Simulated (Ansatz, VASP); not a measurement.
SiC2 in VASP and in Ansatz

```
Si C
1.0
     1.38781    0.80125    3.55913
    -1.38781    0.80125    3.55913
     0.00000   -1.60251    3.55913
Si C
1 2
Direct
  0.00000 0.00000 0.00000
  0.41606 0.41606 0.41606
  0.58394 0.58394 0.58394
```

Alike in both runs: task single point; functional PBE; k mesh 6 × 6 × 6; occupations gaussian, width 0.1 eV; no spin polarisation.

|  | VASP | Ansatz |
| --- | --- | --- |
| version | VASP 6.6.1 | Ansatz 0.2.0 |
| potentials or method | VASP PAW PBE potentials, release 64 (Si, C), cutoff 520 eV | scalar-relativistic, plane waves, PAW |
| valence electrons in the cell | 12 | 12 |

Ansatz gave:

* gap on the k mesh at the Fermi level (eV): none
* rms of the force components (eV/Å): 4.282

Question: Estimate VASP's values.

Answer: gap on the k mesh at the Fermi level (eV): none; rms of the force components (eV/Å): 4.278.

Atom by atom the forces differ by 0.004 eV/Å (rms over components). A gap of «none» marks a metal or a gap that the smearing closes. With one functional, cell and mesh, what is left measures potentials, basis and numerics.

The k mesh is coarse, so the values compare programs but aren't converged.
